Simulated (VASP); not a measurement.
Input of a VASP 6.6.1 run:

File POSCAR:

```
PIr
1.0
    0.0000000000      2.4201103588      2.4201103588
    2.4201103588      0.0000000000      2.4201103588
    2.4201103588      2.4201103588      0.0000000000
Ir P
1 1
Direct
    0.5000000000      0.5000000000      0.5000000000
    0.0000000000      0.0000000000      0.0000000000
```

Contents of INCAR.step1:

```
SYSTEM = PIr
PREC     = Accurate       ! precision mode
ENCUT    = 520            ! plane-wave cutoff, eV
ISMEAR   = 0              ! smearing method
SIGMA    = 0.05           ! smearing width, eV
LREAL    = .FALSE.        ! projectors in reciprocal space
LASPH    = .TRUE.         ! aspherical terms in the spheres
NELM     = 150            ! most SCF steps
MAGMOM   = 0 0 0 0 0 0    ! initial moments
LSORBIT  = .TRUE.         ! spin-orbit coupling
GGA_COMPAT= .FALSE.      
LMAXMIX  = 4              ! l up to which the mixer works
NBANDS   = 26             ! bands
GGA      = PE             ! functional
ALGO     = Normal         ! electronic algorithm
EDIFF    = 1E-4           ! SCF threshold, eV
LWAVE    = .TRUE.         ! write WAVECAR
LCHARG   = .FALSE.        ! write CHGCAR
```

INCAR.step2

```
SYSTEM = PIr
PREC     = Accurate       ! precision mode
ENCUT    = 520            ! plane-wave cutoff, eV
EDIFF    = 1E-6           ! SCF threshold, eV
ISMEAR   = 0              ! smearing method
SIGMA    = 0.05           ! smearing width, eV
LREAL    = .FALSE.        ! projectors in reciprocal space
LASPH    = .TRUE.         ! aspherical terms in the spheres
NELM     = 150            ! most SCF steps
ALGO     = Normal         ! electronic algorithm
ISIF     = 2              ! what is computed and relaxed
LWAVE    = .FALSE.        ! write WAVECAR
LCHARG   = .FALSE.        ! write CHGCAR
MAGMOM   = 0 0 0 0 0 0    ! initial moments
LORBIT   = 11             ! projections on sites
LSORBIT  = .TRUE.         ! spin-orbit coupling
GGA_COMPAT= .FALSE.      
LORBMOM  = .TRUE.       
LMAXMIX  = 4              ! l up to which the mixer works
METAGGA  = R2SCAN         ! meta-GGA
LMIXTAU  = .TRUE.       
NBANDS   = 26             ! bands
ISTART   = 1
```

Contents of KPOINTS:

```
Automatic mesh
0
G
  6 6 6
  0 0 0
```

Potentials or basis: VASP PAW PBE potentials, release 64 (Ir, P).

The run is started by

```bash
$ cat potpaw_PBE.64/Ir/POTCAR potpaw_PBE.64/P/POTCAR > POTCAR
$ cp INCAR.step1 INCAR
$ mpirun -np 1 vasp_ncl > vasp.out
$ cp INCAR.step2 INCAR
$ mpirun -np 1 vasp_ncl > vasp.out
```

Question: Predict the net moment.

Answer: 0.00 μB per cell.

Question: Predict the pressure.

Answer: 12.4 GPa.

Moments on the atoms (μB; x, y, z):
```
Ir  0.00 0.00 0.00
P   0.00 0.00 0.00
```

Caveat: the k points lie up to 0.37 Å⁻¹ apart; the PAW data sets were made with another functional, which shifts forces and pressure a little.
